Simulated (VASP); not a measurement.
Input of a VASP 6.6.1 run:

POSCAR

```
LiF
1.0
    0.0000000000      2.0140000000      2.0140000000
    2.0140000000      0.0000000000      2.0140000000
    2.0140000000      2.0140000000      0.0000000000
F Li
1 1
Direct
    0.5000000000      0.5000000000      0.5000000000
    0.0000000000      0.0000000000      0.0000000000
```

File INCAR.step1:

```
SYSTEM = LiF
PREC     = Accurate       ! precision mode
ENCUT    = 520            ! plane-wave cutoff, eV
EDIFF    = 1E-5           ! SCF threshold, eV
ISMEAR   = -1             ! smearing method
SIGMA    = 0.1            ! smearing width, eV
LREAL    = .FALSE.        ! projectors in reciprocal space
LASPH    = .TRUE.         ! aspherical terms in the spheres
NELM     = 60             ! most SCF steps
ALGO     = Normal         ! electronic algorithm
ISIF     = 2              ! what is computed and relaxed
LWAVE    = .TRUE.         ! write WAVECAR
LCHARG   = .FALSE.        ! write CHGCAR
NBANDS   = 12             ! bands
GGA      = PE             ! functional
```

Contents of INCAR.step2:

```
SYSTEM = LiF
PREC     = Accurate       ! precision mode
ENCUT    = 520            ! plane-wave cutoff, eV
EDIFF    = 1E-7           ! SCF threshold, eV
ISMEAR   = -1             ! smearing method
SIGMA    = 0.1            ! smearing width, eV
LREAL    = .FALSE.        ! projectors in reciprocal space
LASPH    = .TRUE.         ! aspherical terms in the spheres
NELM     = 60             ! most SCF steps
ALGO     = Normal         ! electronic algorithm
ISIF     = 2              ! what is computed and relaxed
LWAVE    = .FALSE.        ! write WAVECAR
LCHARG   = .FALSE.        ! write CHGCAR
GGA      = PE             ! functional
LHFCALC  = .TRUE.         ! exact exchange
AEXX     = 0.25           ! exact-exchange fraction
HFSCREEN = 0.3            ! screening, 1/A
PRECFOCK = Normal       
NBANDS   = 12             ! bands
ISTART   = 1
```

The input KPOINTS:

```
Automatic mesh
0
G
  6 6 6
  0 0 0
```

Potentials or basis: VASP PAW PBE potentials, release 64 (F, Li_sv).

Run with:

```sh
$ cat potpaw_PBE.64/F/POTCAR potpaw_PBE.64/Li_sv/POTCAR > POTCAR
$ cp INCAR.step1 INCAR
$ mpirun -np 1 vasp_std > vasp.out
$ cp INCAR.step2 INCAR
$ mpirun -np 1 vasp_std > vasp.out
```

Question: Predict the band gap on the k mesh.

Answer: 11.10 eV.

Caveat: the k points lie up to 0.45 Å⁻¹ apart.
